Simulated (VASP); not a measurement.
Runs of VASP 6.6.1 on GaAs. The structure is that of space group F-43m (No. 216), or close to it. The cells are those of the table. 

```csv
task,cell,k mesh,cutoff (eV),smearing,gap on the mesh (eV),pressure (GPa),relaxed volume (Å³/atom)
single point,"a = 4.063 Å, angles 60.0°, 2 atoms",12 × 12 × 12,520,gaussian 0.01 eV,0.16,0.2,-
single point,"a = 4.063 Å, angles 60.0°, 2 atoms",10 × 10 × 10,520,gaussian 0.01 eV,0.16,0.2,-
single point,"a = 4.066 Å, angles 60.0°, 2 atoms",6 × 6 × 6,520,gaussian 0.1 eV,0.14,0.0,-
relaxation of cell and atoms,"relaxed from a = 4.063 Å, angles 60.0°, 2 atoms",12 × 12 × 12,600,gaussian 0.01 eV,0.14,0.0,23.77
relaxation of cell and atoms,"relaxed from a = 4.066 Å, angles 60.0°, 2 atoms",10 × 10 × 10,600,gaussian 0.01 eV,0.15,0.0,(a)
```

Alike in all rows: level PBE; potentials or basis VASP PAW PBE potentials, release 64 (Ga_d, As); no spin polarisation.

Problem. Fill in the values left out.

Solution. (a) 23.76.

A k mesh can miss the band edges, and the runs leave out spin-orbit coupling on As, Ga.
